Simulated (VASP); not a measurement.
# Al3BSb2 (P4/mmm) in VASP: a series of runs

Al3BSb2 is run at these levels: PBE; tasks: single point, relaxation of cell and atoms.

All numbers are computed with VASP 6.6.1; they aren't measurements. Logs are shortened: lines on timing, memory, paths and dates and some standing lists are left out, and cuts for length are marked.

### Step 1. The cell of the first run

Symmetry: P4/mmm, No. 123, tetragonal system. Conventional cell: a = 3.190 Å, b = 3.190 Å, c = 10.891 Å, α = 90.00°, β = 90.00°, γ = 90.00°. Al (site symmetry 4mm) has 5 Al at 2.51 to 3.19 Å and 4 B at 2.58 Å and 4 Sb at 3.11 Å within 3.3 Å. Al (site symmetry 4/mmm) has 8 Sb at 3.05 Å and 4 Al at 3.19 Å within 4.0 Å. Within 3.4 Å of B (site symmetry 4/mmm) lie 8 Al at 2.58 Å and 4 B at 3.19 Å and 2 Sb at 3.40 Å. Within 4.1 Å of Sb (site symmetry 4mm) lie 8 Al at 3.05 to 3.11 Å and 5 Sb at 3.19 to 4.10 Å and 1 B at 3.40 Å.

The cell was built from a structure type or drawn by symmetry, and may not be a known phase.

### Step 2. Single point, PBE

INCAR reads:

```
  PREC = Accurate
  ENCUT = 500
  EDIFF = 1E-6
  ISMEAR = 0
  SIGMA = 0.2
  LREAL = F
  LASPH = T
  NELM = 120
  ALGO = Normal
  ISIF = 2
  LWAVE = F
  LCHARG = F
  GGA = PE
  NBANDS = 20
  GGA_COMPAT = F
```

KPOINTS reads:

```
regular mesh
0
Gamma
  5 5 2
```

POSCAR reads:

```
Al3BSb2
1.0
    3.1898887282      0.0000000000      0.0000000000
    0.0000000000      3.1898887282      0.0000000000
    0.0000000000      0.0000000000     10.8912012959
Al B Sb
3 1 2
Direct
    0.5000000000      0.5000000000      0.1152540616
    0.5000000000      0.5000000000      0.5000000000
    0.5000000000      0.5000000000      0.8847459384
    0.0000000000      0.0000000000      0.0000000000
    0.0000000000      0.0000000000      0.3119884404
    0.0000000000      0.0000000000      0.6880115596
```

Potentials or basis: VASP PAW PBE potentials, release 64 (Al, B, Sb).

The run is started by

```
$ cat potpaw_PBE.64/Al/POTCAR potpaw_PBE.64/B/POTCAR potpaw_PBE.64/Sb/POTCAR > POTCAR
$ mpirun -np 1 vasp_std > vasp.out
```

OUTCAR:

```text
PREC = Accurate
   ENCUT = 500
   EDIFF = 1E-6
   ISMEAR = 0
   LREAL = F
   LASPH = T
   NELM = 120
   ISIF = 2
   GGA = PE

 ion  position               nearest neighbor table
   1  0.500  0.500  0.115-   3 2.51   4 2.58   4 2.58   4 2.58   4 2.58   5 3.11   5 3.11   5 3.11
                             5 3.11
   2  0.500  0.500  0.500-   5 3.05   6 3.05   5 3.05   6 3.05   5 3.05   6 3.05   5 3.05   6 3.05

   3  0.500  0.500  0.885-   1 2.51   4 2.58   4 2.58   4 2.58   4 2.58   6 3.11   6 3.11   6 3.11
                             6 3.11
   4  0.000  0.000  0.000-   1 2.58   3 2.58   1 2.58   3 2.58   1 2.58   3 2.58   1 2.58   3 2.58

   5  0.000  0.000  0.312-   2 3.05   2 3.05   2 3.05   2 3.05   1 3.11   1 3.11   1 3.11   1 3.11

   6  0.000  0.000  0.688-   2 3.05   2 3.05   2 3.05   2 3.05   3 3.11   3 3.11   3 3.11   3 3.11

  LATTYP: Found a simple tetragonal cell.
 ALAT       =     3.1898887282
 C/A-ratio  =     3.4142887806

  Lattice vectors:

 A1 = (   3.1898887282,   0.0000000000,   0.0000000000)
 A2 = (   0.0000000000,   3.1898887282,   0.0000000000)
 A3 = (   0.0000000000,   0.0000000000,  10.8912012959)

Analysis of symmetry for initial positions (statically):
=====================================================================
 Subroutine PRICEL returns:
 Original cell was already a primitive cell.

 Routine SETGRP: Setting up the symmetry group for a
 simple tetragonal supercell.

 Subroutine GETGRP returns: Found 16 space group operations
 (whereof 16 operations were pure point group operations)
 out of a pool of 16 trial point group operations.

The static configuration has the point symmetry D_4h.

Analysis of symmetry for dynamics (positions and initial velocities):
=====================================================================
 Subroutine PRICEL returns:
 Original cell was already a primitive cell.

 Routine SETGRP: Setting up the symmetry group for a
 simple tetragonal supercell.

 Subroutine GETGRP returns: Found 16 space group operations
 (whereof 16 operations were pure point group operations)
 out of a pool of 16 trial point group operations.

The dynamic configuration has the point symmetry D_4h.

 Subroutine INISYM returns: Found 16 space group operations
 (whereof 16 operations are pure point group operations),
 and found     1 'primitive' translations

----------------------------------------------------------------------------------------

                                     Primitive cell
[... 89 lines left out ...]
   NSW    =      0    number of steps for IOM
   IBRION =     -1    ionic relax: 0-MD 1-quasi-New 2-CG
   NFREE  =      0    steps in history (QN), initial steepest desc. (CG)
   ISIF   =      2    stress and relaxation
   ISYM   =      2    0-nonsym 1-usesym 2-fastsym
   POTIM  = 0.5000    time-step for ionic-motion
   TEBEG  =    0.0;   TEEND  =   0.0 temperature during run
   PSTRESS=    0.0 pullay stress
   NELECT =      22.0000    total number of electrons
   NUPDOWN=      -1.0000    fix difference up-down
   EMIN   =  10.00;   EMAX   =-10.00  energy-range for DOS
   EFERMI =   0.00;   METHOD = LEGACY
   ISMEAR =     0;   SIGMA  =   0.20  broadening in eV -4-tet -1-fermi 0-gaus
   EFERMI_NEDOS =   21; number of points for ismear=-14 and -15
   IALGO  =     38    algorithm
   IMIX   =      4    mixing-type and parameters
     AMIX     =   0.40;   BMIX     =  1.00
     AMIX_MAG =   1.60;   BMIX_MAG =  1.00
  volume/ion in A,a.u.               =      18.47       124.64
  Fermi-wavevector in a.u.,A,eV,Ry     =   0.955007  1.804702 12.409048  0.912039
  Thomas-Fermi vector in A             =   2.083806
   LORBIT       =      0    0 simple, 1 ext, 2 COOP (PROOUT), +10 PAW based schemes
   GGA     = PE    functional components
   LHFCALC =     F    Hartree Fock is set to
   AEXX    =    0.0000 exact exchange contribution
   IVDW    =     0    specifies the selected vdW correction
   LEPSILON=     F    determine dielectric tensor
   LRPA    =     F    only Hartree local field effects (RPA)
 non-spin polarized calculation
 Gauss-broadening in eV      SIGMA  =   0.20
  energy-cutoff  :      500.00
  volume of cell :      110.82
 maximum number of plane-waves:      2838
 NGX is ok and might be reduce to    24
   NGX = 11   NGY = 11   NGZ = 39

 number of electron      22.0000000 magnetization

 Free energy of the ion-electron system (eV)
  ---------------------------------------------------
  ext. energy  EPLUGINS =         0.00000000
  ---------------------------------------------------
  free energy    TOTEN  =       -23.27359389 eV

  energy without entropy =      -23.22809441  energy(sigma->0) =      -23.25084415

 E-fermi :   8.1134     XC(G=0): -10.3739

 val. band max:        8.0943202149   @ k =   0.4000   0.2000   0.5000
 cond. band min:       8.1610721747   @ k =   0.4000   0.4000   0.5000
 fundamental gap:      0.0667519598
 Fermi energy:         8.1133696276

 k-point     1 :       0.0000    0.0000    0.0000
  band No.  band energies     occupation
      1      -4.5781      2.00000
      2      -3.9273      2.00000
      3      -2.2444      2.00000
      4       1.2729      2.00000
      5       1.5720      2.00000
      6       6.7473      2.00000
[... 265 lines left out ...]
     19      10.8224      0.00000
     20      11.5441      0.00000

------------------------ aborting loop because EDIFF is reached ----------------------------------------

  FORCE on cell =-STRESS in cart. coord.  units (eV):
  Direction    XX          YY          ZZ          XY          YZ          ZX
  --------------------------------------------------------------------------------------
  -------------------------------------------------------------------------------------
  Total        0.3297820      0.3297820      0.2518502      0.0000000      0.0000000      0.0000000
  in kB        4.7677194      4.7677194      3.6410450      0.0000000      0.0000000      0.0000000
  external PRESSURE =       4.3921612 kB  Pullay stress =       0.0000000 kB

 VOLUME and BASIS-vectors are now :
 -----------------------------------------------------------------------------
  energy-cutoff  :      500.00
  volume of cell :      110.82
      direct lattice vectors                 reciprocal lattice vectors
     3.189888728  0.000000000  0.000000000     0.313490559  0.000000000  0.000000000
     0.000000000  3.189888728  0.000000000     0.000000000  0.313490559  0.000000000
     0.000000000  0.000000000 10.891201296     0.000000000  0.000000000  0.091817236

 POSITION                                       TOTAL-FORCE (eV/Angst)
 -----------------------------------------------------------------------------------
      1.59494      1.59494      1.25526         0.000000     -0.000000     -0.029462
      1.59494      1.59494      5.44560         0.000000      0.000000     -0.000000
      1.59494      1.59494      9.63595        -0.000000     -0.000000      0.029462
      0.00000      0.00000      0.00000         0.000000      0.000000     -0.000000
      0.00000      0.00000      3.39793         0.000000     -0.000000     -0.053492
      0.00000      0.00000      7.49327         0.000000      0.000000      0.053492
 -----------------------------------------------------------------------------------
    total drift:                               -0.000000      0.000000      0.000000

  FREE ENERGIE OF THE ION-ELECTRON SYSTEM (eV)
  ---------------------------------------------------
  free  energy   TOTEN  =       -23.2735938928 eV

  energy  without entropy=      -23.2280944059  energy(sigma->0) =      -23.25084415
```

OSZICAR:

```text
N       E                     dE             d eps       ncg     rms          rms(c)
DAV:   1     0.491573619296E+02    0.49157E+02   -0.77661E+03   480   0.876E+02
DAV:   2    -0.198923414657E+02   -0.69050E+02   -0.65608E+02   560   0.129E+02
DAV:   3    -0.244588983995E+02   -0.45666E+01   -0.44069E+01   652   0.321E+01
DAV:   4    -0.245212477879E+02   -0.62349E-01   -0.62151E-01   588   0.396E+00
DAV:   5    -0.245220616992E+02   -0.81391E-03   -0.81386E-03   596   0.537E-01    0.576E+00
DAV:   6    -0.237077060458E+02    0.81436E+00   -0.14767E+01   612   0.127E+01    0.347E+00
DAV:   7    -0.232924787039E+02    0.41523E+00   -0.27225E+00   576   0.591E+00    0.176E+00
DAV:   8    -0.232789463951E+02    0.13532E-01   -0.21072E-01   560   0.208E+00    0.779E-01
DAV:   9    -0.232742610458E+02    0.46853E-02   -0.11221E-02   592   0.550E-01    0.177E-01
DAV:  10    -0.232736218476E+02    0.63920E-03   -0.22691E-03   600   0.183E-01    0.704E-02
DAV:  11    -0.232736411503E+02   -0.19303E-04   -0.82032E-04   596   0.117E-01    0.399E-02
DAV:  12    -0.232735982106E+02    0.42940E-04   -0.84301E-05   560   0.387E-02    0.130E-02
DAV:  13    -0.232735942306E+02    0.39800E-05   -0.15174E-05   608   0.168E-02    0.511E-03
DAV:  14    -0.232735938928E+02    0.33779E-06   -0.93936E-07   344   0.462E-03
   1 F= -.23273594E+02 E0= -.23250844E+02  d E =-.454995E-01
```

stdout:

```text
POSCAR found type information on POSCAR AlB Sb
 POSCAR found :  3 types and       6 ions
 scaLAPACK will be used
 LDA part: xc-table for (Slater+PW92), standard interpolation
 POSCAR, INCAR and KPOINTS ok, starting setup
 FFT: planning ... GRIDC
 FFT: planning ... GRID_SOFT
 FFT: planning ... GRID
 WAVECAR not read
 entering main loop
```

Run time: 32 s. Hardware: 1 thread of Intel Xeon 8259CL, shared host; peak memory 0.21 GiB.

Results:

```
Free energy            : -23.2736 eV
Pressure               : 0.4 GPa
Largest force          : 0.053 eV/Å
Band gap on the k mesh : zero (bands 11 and 12 overlap by 3.30 eV)
```

Forces in eV/Å, atoms in the order of the input:
```
Al   0.000  0.000 -0.029
Al   0.000  0.000  0.000
Al   0.000  0.000  0.029
B    0.000  0.000  0.000
Sb   0.000  0.000 -0.053
Sb   0.000  0.000  0.053
```

Caveat: the k points lie up to 0.39 Å⁻¹ apart, too coarse for converged energies and pressures of a metal; spin-orbit coupling is left out, which moves the levels of the heavy elements.

### Step 3. Single point, PBE

This run uses another cell than the first one, of 21.69 Å³/atom.

INCAR reads:

```
PREC     = Accurate       # precision mode
ENCUT    = 500            # plane-wave cutoff, eV
EDIFF    = 1E-6           # SCF threshold, eV
ISMEAR   = 0              # smearing method
SIGMA    = 0.2            # smearing width, eV
LREAL    = F              # projectors in reciprocal space
LASPH    = T              # aspherical terms in the spheres
NELM     = 120            # most SCF steps
ALGO     = Normal         # electronic algorithm
ISIF     = 2              # what is computed and relaxed
LWAVE    = F              # write WAVECAR
LCHARG   = F              # write CHGCAR
GGA      = PE             # functional
NBANDS   = 20             # bands
GGA_COMPAT= F
```

KPOINTS reads:

```
regular mesh
0
Gamma
  4 4 3
```

POSCAR reads:

```
Al3BSb2
1.0
    4.8547692062      0.0000000000      0.0000000000
    0.0000000000      4.8547692062      0.0000000000
    0.0000000000      0.0000000000      5.5206327551
Al B Sb
3 1 2
Direct
    0.5000000000      0.0000000000      0.0000000000
    0.0000000000      0.5000000000      0.0000000000
    0.0000000000      0.0000000000      0.0000000000
    0.5000000000      0.5000000000      0.0000000000
    0.5000000000      0.5000000000      0.5000000000
    0.0000000000      0.0000000000      0.5000000000
```

Potentials or basis: VASP PAW PBE potentials, release 64 (Al, B, Sb).

The run is started by

```
$ cat potpaw_PBE.64/Al/POTCAR potpaw_PBE.64/B/POTCAR potpaw_PBE.64/Sb/POTCAR > POTCAR
$ mpirun -np 1 vasp_std > vasp.out
```

Run time: 41 s. Hardware: 1 thread of Intel Xeon 8259CL, shared host; peak memory 0.23 GiB.

Results (log left out):

| Item | Value |
| --- | --- |
| Free energy | -22.0314 eV |
| Pressure | 0.0 GPa |
| Band gap on the k mesh | zero (bands 11 and 12 overlap by 2.55 eV) |

Stress tensor (GPa, compression positive):
```
-0.04  0.00  0.00
 0.00 -0.04  0.00
 0.00  0.00  0.14
```

Levels at points of the mesh, in eV from the Fermi level:
```tsv
k point	band 8	band 9	band 10	band 11	band 12	band 13
(0.00, 0.00, 0.00)	-2.53	-1.85	-1.00	-1.00	0.31	0.31
(0.50, 0.00, 0.00)	-2.85	-2.67	-2.26	0.45	0.75	0.85
(0.50, 0.50, 0.00)	-3.07	-2.46	-2.46	0.19	0.19	1.81
```

Caveat: the k points lie up to 0.38 Å⁻¹ apart, too coarse for converged energies and pressures of a metal; spin-orbit coupling is left out, which moves the levels of the heavy elements.

### Step 4. Relaxation of cell and atoms, PBE

This run uses another cell than the first one, of 17.97 Å³/atom.

INCAR reads:

```
PREC = Accurate
ENCUT = 500
EDIFF = 1E-7
ISMEAR = 0
SIGMA = 0.2
LREAL = F
LASPH = T
NELM = 120
ALGO = Normal
ISIF = 3
LWAVE = F
LCHARG = F
GGA = PE
IBRION = 2
NSW = 36
EDIFFG = -0.08
GGA_COMPAT = F
NELMIN = 4
```

KPOINTS reads:

```
Automatic mesh
0
Gamma
  5 5 2
```

POSCAR reads:

```
Al3BSb2
1.0
    3.3039297300      0.0000000000      0.0000000000
    0.0000000000      3.3039297300      0.0000000000
    0.0000000000      0.0000000000      9.8777859300
Al B Sb
3 1 2
Direct
    0.5000000000      0.5000000000      0.1837450000
    0.5000000000      0.5000000000      0.5000000000
    0.5000000000      0.5000000000      0.8162550000
    0.0000000000      0.0000000000      0.0000000000
    0.0000000000      0.0000000000      0.3342649900
    0.0000000000      0.0000000000      0.6657350100
```

Potentials or basis: VASP PAW PBE potentials, release 64 (Al, B, Sb).

The run is started by

```
$ cat potpaw_PBE.64/Al/POTCAR potpaw_PBE.64/B/POTCAR potpaw_PBE.64/Sb/POTCAR > POTCAR
$ mpirun -np 1 vasp_std > vasp.out
```

OUTCAR:

```text
PREC = Accurate
   ENCUT = 500
   EDIFF = 1E-7
   ISMEAR = 0
   LREAL = F
   LASPH = T
   NELM = 120
   ISIF = 3
   GGA = PE
   IBRION = 2
   NSW = 36
   EDIFFG = -0.08
   NELMIN = 4

 ion  position               nearest neighbor table
   1  0.500  0.500  0.184-   5 2.77   5 2.77   5 2.77   5 2.77   2 3.12
   2  0.500  0.500  0.500-   5 2.85   6 2.85   5 2.85   6 2.85   5 2.85   6 2.85   5 2.85   6 2.85
                             1 3.12   3 3.12
   3  0.500  0.500  0.816-   6 2.77   6 2.77   6 2.77   6 2.77   2 3.12
   4  0.000  0.000  0.000-
   5  0.000  0.000  0.334-   1 2.77   1 2.77   1 2.77   1 2.77   2 2.85   2 2.85   2 2.85   2 2.85
                             6 3.27
   6  0.000  0.000  0.666-   3 2.77   3 2.77   3 2.77   3 2.77   2 2.85   2 2.85   2 2.85   2 2.85
                             5 3.27

  LATTYP: Found a simple tetragonal cell.
 ALAT       =     3.3039297300
[... 522 lines left out ...]

 number of electron      22.0000000 magnetization

------------------------ aborting loop because EDIFF is reached ----------------------------------------
[... 75 lines left out ...]
--------------------------------------- Ionic step       18  -------------------------------------------

 number of electron      22.0000002 magnetization

 Free energy of the ion-electron system (eV)
  ---------------------------------------------------
  ext. energy  EPLUGINS =         0.00000000
  ---------------------------------------------------
  free energy    TOTEN  =       -23.27509018 eV

  energy without entropy =      -23.22931749  energy(sigma->0) =      -23.25220384

 E-fermi :   8.0258     XC(G=0): -10.3380

 val. band max:        7.9521070532   @ k =   0.4000   0.4000   0.5000
 cond. band min:       8.0332787293   @ k =   0.4000   0.2000   0.5000
 fundamental gap:      0.0811716761
 Fermi energy:         8.0258185651

 k-point     1 :       0.0000    0.0000    0.0000
  band No.  band energies     occupation
      1      -4.6006      2.00000
      2      -3.9933      2.00000
      3      -2.2955      2.00000
      4       1.1977      2.00000
      5       1.4934      2.00000
      6       6.6475      2.00000
      7       7.6237      1.99554
      8       8.7054      0.00000
      9       8.7054      0.00000
     10      10.0681      0.00000
     11      10.0681      0.00000
     12      10.3698      0.00000
     13      10.3698      0.00000
     14      11.1636      0.00000
[... 230 lines left out ...]
  FREE ENERGIE OF THE ION-ELECTRON SYSTEM (eV)
  ---------------------------------------------------
  free  energy   TOTEN  =       -23.2750901805 eV

  energy  without entropy=      -23.2293174943  energy(sigma->0) =      -23.25220384

 reached required accuracy - stopping structural energy minimisation
```

CONTCAR:

```text
Al3BSb2
   1.00000000000000
     3.1967388637073864   -0.0000000000000000   -0.0000000000000000
     0.0000000000000000    3.1967388637073864   -0.0000000000000000
    -0.0000000000000000    0.0000000000000000   10.9417182396792168
  Al              B               Sb
     3     1     2
Direct
     0.5000000000000000    0.5000000000000000    0.1148468224064401
     0.5000000000000000    0.5000000000000000    0.5000000000000000
     0.5000000000000000    0.5000000000000000    0.8851531775935598
     1.0000000000000000    0.0000000000000000    1.0000000000000000
     0.0000000000000000    0.0000000000000000    0.3098156746965287
     0.0000000000000000    1.0000000000000000    0.6901843253034714

  0.00000000E+00  0.00000000E+00  0.00000000E+00
  0.00000000E+00  0.00000000E+00  0.00000000E+00
  0.00000000E+00  0.00000000E+00  0.00000000E+00
  0.00000000E+00  0.00000000E+00  0.00000000E+00
  0.00000000E+00  0.00000000E+00  0.00000000E+00
  0.00000000E+00  0.00000000E+00  0.00000000E+00
```

It took 2.4 min on 1 thread of AMD EPYC 9R45 (Zen 5), shared host; peak memory 0.18 GiB.

What came out:

| Property | Result |
| --- | --- |
| Free energy | -23.2751 eV |
| Relaxed volume | 18.64 Å³/atom |
| Relaxed cell | a = 3.197 Å, b = 3.197 Å, c = 10.942 Å, α = 90.00°, β = 90.00°, γ = 90.00° |
| Space group after relaxing (to 0.1 Å) | P4/mmm (No. 123) |
| Pressure after relaxing | -0.2 GPa |
| Largest force after relaxing | 0.042 eV/Å |
| Band gap on the k mesh | zero (bands 11 and 12 overlap by 3.23 eV) |

Forces in eV/Å, atoms in the order of the input:
```
Al   0.000  0.000 -0.042
Al   0.000  0.000  0.000
Al   0.000  0.000  0.042
B    0.000  0.000  0.000
Sb   0.000  0.000  0.015
Sb   0.000  0.000 -0.015
```

Final structure:
```
Al B Sb
1.0
     3.19674    0.00000    0.00000
     0.00000    3.19674    0.00000
     0.00000    0.00000   10.94172
Al B Sb
3 1 2
Direct
  0.50000 0.50000 0.11485
  0.50000 0.50000 0.50000
  0.50000 0.50000 0.88515
  0.00000 0.00000 0.00000
  0.00000 0.00000 0.30982
  0.00000 0.00000 0.69018
```

Levels at points of the mesh, in eV from the Fermi level:
| k point | band 7 | band 8 | band 9 | band 10 | band 11 | band 12 | band 13 | band 14 |
| --- | --- | --- | --- | --- | --- | --- | --- | --- |
| (0.00, 0.00, 0.00) | -0.40 | 0.68 | 0.68 | 2.04 | 2.04 | 2.34 | 2.34 | 3.14 |
| (0.00, 0.00, 0.50) | 0.71 | 0.71 | 1.78 | 1.78 | 2.01 | 2.67 | 2.67 | 2.75 |

Caveat: the k points lie up to 0.39 Å⁻¹ apart in the final cell, too coarse for converged energies and pressures of a metal; spin-orbit coupling is left out, which moves the levels of the heavy elements; the relaxation stopped at a loose force limit of 0.08 eV/Å, so its end isn't a converged minimum.

### Step 5. The runs side by side

| task | cell | k mesh | gap on the mesh (eV) | pressure (GPa) | largest force (eV/Å) |
| --- | --- | --- | --- | --- | --- |
| single point | a = 3.190, b = 3.190, c = 10.891 Å, 6 atoms, atomic positions A | 5 × 5 × 2 | none | 0.4 | 0.05 |
| single point | a = 4.855, b = 4.855, c = 5.521 Å, 6 atoms, atomic positions B | 4 × 4 × 3 | none | 0.0 | - |
| relaxation of cell and atoms | relaxed from a = 3.304, b = 3.304, c = 9.878 Å, 6 atoms, atomic positions C | 5 × 5 × 2 | none | -0.2 | 0.04 |

Alike in all rows: level PBE; potentials or basis VASP PAW PBE potentials, release 64 (Al, B, Sb); no spin polarisation; cutoff (eV) 500; smearing gaussian 0.2 eV.

Caveats: all runs use coarse meshes; spin-orbit coupling is left out, which moves the levels of the heavy elements; the relaxation stopped at a loose force limit of 0.08 eV/Å, so its end isn't a converged minimum (at least some runs).

Absolute energies hang on the potentials; compare differences alone.
